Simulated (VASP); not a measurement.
Wanted: the native input for a VASP 6.6.1 run.

| Item | Value |
| --- | --- |
| Task | single point |
| Functional | r2SCAN |
| Dispersion | rVV10 |
| Potentials or basis | VASP PAW PBE potentials, release 64 (S, Be) |
| Cutoff | 660 eV |
| k mesh | 9 × 9 × 9 |
| Occupations | fermi-dirac, width 0.01 eV |
| Spin | no spin polarisation |
| Dipole correction | no |
| Further INCAR settings | ALGO = Normal; EDIFF = 1e-06; NBANDS = 11 |

Crystal: BeS.

```xyz
2
Lattice="0.0000 2.4250 2.4250 2.4250 0.0000 2.4250 2.4250 2.4250 0.0000" Properties=species:S:1:pos:R:3 pbc="T T T"
S     1.2125    1.2125    1.2125
Be    0.0000    0.0000    0.0000
```

One way to write it, as run:

POSCAR

```
BeS
1.0
    0.0000000000      2.4250000000      2.4250000000
    2.4250000000      0.0000000000      2.4250000000
    2.4250000000      2.4250000000      0.0000000000
S Be
1 1
Direct
    0.2500000000      0.2500000000      0.2500000000
    0.0000000000      0.0000000000      0.0000000000
```

INCAR.step1

```
SYSTEM = BeS
  PREC = Accurate
  ENCUT = 660
  ISMEAR = -1
  SIGMA = 0.01
  LREAL = .False.
  LASPH = .True.
  NELM = 120
  NBANDS = 11
  GGA = PE
  ALGO = Normal
  EDIFF = 1E-5
  LWAVE = .True.
  LCHARG = .False.
  GGA_COMPAT = .False.
```

INCAR.step2

```
SYSTEM = BeS
  PREC = Accurate
  ENCUT = 660
  EDIFF = 1E-6
  ISMEAR = -1
  SIGMA = 0.01
  LREAL = .False.
  LASPH = .True.
  NELM = 120
  ALGO = Normal
  ISIF = 2
  LWAVE = .False.
  LCHARG = .True.
  METAGGA = R2SCAN
  LMIXTAU = .True.
  LUSE_VDW = .True.
  IVDW_NL = 2
  BPARAM = 11.95
  CPARAM = 0.0093
  LELF = .True.
  LVHAR = .True.
  NBANDS = 11
  ISTART = 1
  GGA_COMPAT = .False.
```

KPOINTS

```
regular mesh
0
Gamma
  9 9 9
  0 0 0
```

Potentials or basis: VASP PAW PBE potentials, release 64 (S, Be).

Run with:

```console
$ cat potpaw_PBE.64/S/POTCAR potpaw_PBE.64/Be/POTCAR > POTCAR
$ cp INCAR.step1 INCAR
$ mpirun -np 1 vasp_std > vasp.out
$ cp INCAR.step2 INCAR
$ mpirun -np 1 vasp_std > vasp.out
```

It gave:

```
Pressure               : 0.9 GPa
Band gap on the k mesh : 3.62 eV (least direct gap 6.24 eV)
```

Caveat: the PAW data sets were made with another functional, which shifts forces and pressure a little; an odd mesh through Γ misses points on the zone boundary, where band edges can lie.

Wall time 78 s on 1 thread of AMD EPYC 7R13 Processor (Zen 3) (shared host), peak memory 0.25 GiB.
